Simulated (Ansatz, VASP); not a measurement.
**HgPt in VASP and in Ansatz**

The input INCAR:

```
PREC     = Accurate       # precision mode
ENCUT    = 520            # plane-wave cutoff, eV
EDIFF    = 1E-8           # SCF threshold, eV
ISMEAR   = -1             # smearing method
SIGMA    = 0.03           # smearing width, eV
LREAL    = False          # projectors in reciprocal space
LASPH    = True           # aspherical terms in the spheres
NELM     = 60             # most SCF steps
ALGO     = Normal         # electronic algorithm
ISIF     = 2              # what is computed and relaxed
LWAVE    = False          # write WAVECAR
LCHARG   = False          # write CHGCAR
GGA      = CA             # functional
LEFG     = True         
NBANDS   = 18             # bands
```

Contents of KPOINTS:

```
Automatic mesh
0
Gamma
  12 12 10
```

File POSCAR:

```
HgPt
1.0
    3.0292696954      0.0000000000      0.0000000000
    0.0000000000      3.0292696954      0.0000000000
    0.0000000000      0.0000000000      3.9000190458
Hg Pt
1 1
Direct
    0.0000000000      0.0000000000      0.0000000000
    0.5000000000      0.5000000000      0.5000000000
```

Input for Ansatz:

```yaml
crystal:
  lattice:
    - [3.0292696954, 0.0, 0.0]
    - [0.0, 3.0292696954, 0.0]
    - [0.0, 0.0, 3.9000190458]
  atoms:
    - { symbol: Hg, position: [0.0, 0.0, 0.0] }
    - { symbol: Pt, position: [0.5, 0.5, 0.5] }
kpoints:
  mp_grid: { grid: [12, 12, 10] }
scf:
  occupations: { method: fermi_dirac, width: 0.03 }
hamiltonian:
  xc: lda
  pseudopotentials: { kind: all_electron, datasets: crystal }
output:
  forces: true
  stress: true
  eigenvalues: true
  efg: { contact_densities: true }
```

Change from the starting cell: volume scaled by 1.06, crystal datasets.

Alike in both runs: task electric field gradients; functional LDA; k mesh 12 × 12 × 10; occupations fermi-dirac, width 0.03 eV; no spin polarisation.

|  | VASP | Ansatz |
| --- | --- | --- |
| version | VASP 6.6.1 | Ansatz 0.2.0 |
| potentials or method | VASP PAW LDA potentials, release 64 (Hg, Pt), cutoff 520 eV | all-electron PAW with datasets made for the crystal, scalar-relativistic |

```csv
,VASP,Ansatz,Ansatz less VASP
pressure (GPa),-9.3,-10.8,-1.53
"traceless stress, the component that is largest in VASP (GPa)",0.32,0.26,-0.059
size of Vzz on the site where it differs most (V/Å²),97.6,104.7,+7.18
```

LDA's correlation is that of Perdew and Zunger in VASP and of Perdew and Wang (1992) in Ansatz. Ansatz ran all-electron here, and VASP with PAW potentials.

Neither program's run includes spin-orbit coupling.
